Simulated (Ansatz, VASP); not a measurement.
# One calculation of MgI2, two programs

File INCAR:

```
ALGO = Normal ; EDIFF = 1E-6
ENCUT = 520 ; GGA = CA
ISIF = 2 ; ISMEAR = -1
LASPH = T ; LCHARG = F
LREAL = F ; LWAVE = F
NBANDS = 15 ; NELM = 100
PREC = Accurate ; SIGMA = 0.05
```

Contents of KPOINTS:

```
k-points
0
Gamma
  8 8 4
```

The input POSCAR:

```
MgI2
1.0
    4.0840471951      0.0000000000      0.0000000000
   -2.0420235975      3.5368886212      0.0000000000
    0.0000000000      0.0000000000      6.7870156286
I Mg
2 1
Direct
    0.6666666667      0.3333333333      0.7500000000
    0.3333333333      0.6666666667      0.2500000000
    0.0000000000      0.0000000000      0.0000000000
```

Contents of input.yaml:

```yaml
crystal:
  lattice:
    - [4.0840471951, 0.0, 0.0]
    - [-2.0420235975, 3.5368886212, 0.0]
    - [0.0, 0.0, 6.7870156286]
  atoms:
    - { symbol: I, position: [0.6666666667, 0.3333333333, 0.75] }
    - { symbol: I, position: [0.3333333333, 0.6666666667, 0.25] }
    - { symbol: Mg, position: [0.0, 0.0, 0.0] }
kpoints:
  mp_grid: { grid: [8, 8, 4] }
scf:
  occupations: { method: fermi_dirac, width: 0.05 }
hamiltonian:
  xc: lda
  pseudopotentials: { kind: all_electron, lapw: { basis_error: 0.002 } }
output:
  forces: true
  stress: true
  eigenvalues: true
```

Change from the starting cell: volume scaled by 0.96.

Alike in both runs: task single point; functional LDA; k mesh 8 × 8 × 4; occupations fermi-dirac, width 0.05 eV; no spin polarisation.

```csv
,VASP,Ansatz
version,VASP 6.6.1,Ansatz 0.2.0
potentials or method,"VASP PAW LDA potentials, release 64 (I, Mg), cutoff 520 eV","all-electron LAPW, scalar-relativistic"
```

VASP gave:

```
gap on the k mesh at the Fermi level (eV)                     : 3.36
least direct gap on the mesh (eV)                             : 3.55
pressure (GPa)                                                : -1.0
traceless stress, the component that is largest in VASP (GPa) : -0.39
rms of the force components (eV/Å)                            : 0.101
```

Which values does Ansatz return?

gap on the k mesh at the Fermi level (eV): 3.37; least direct gap on the mesh (eV): 3.54; pressure (GPa): -0.8; traceless stress, the component that is largest in VASP (GPa): -0.41; rms of the force components (eV/Å): 0.095.

LDA's correlation is that of Perdew and Zunger in VASP and of Perdew and Wang (1992) in Ansatz. Atom by atom the forces differ by 0.006 eV/Å (rms over components). Ansatz ran all-electron here, and VASP with PAW potentials.

Neither program's run includes spin-orbit coupling.
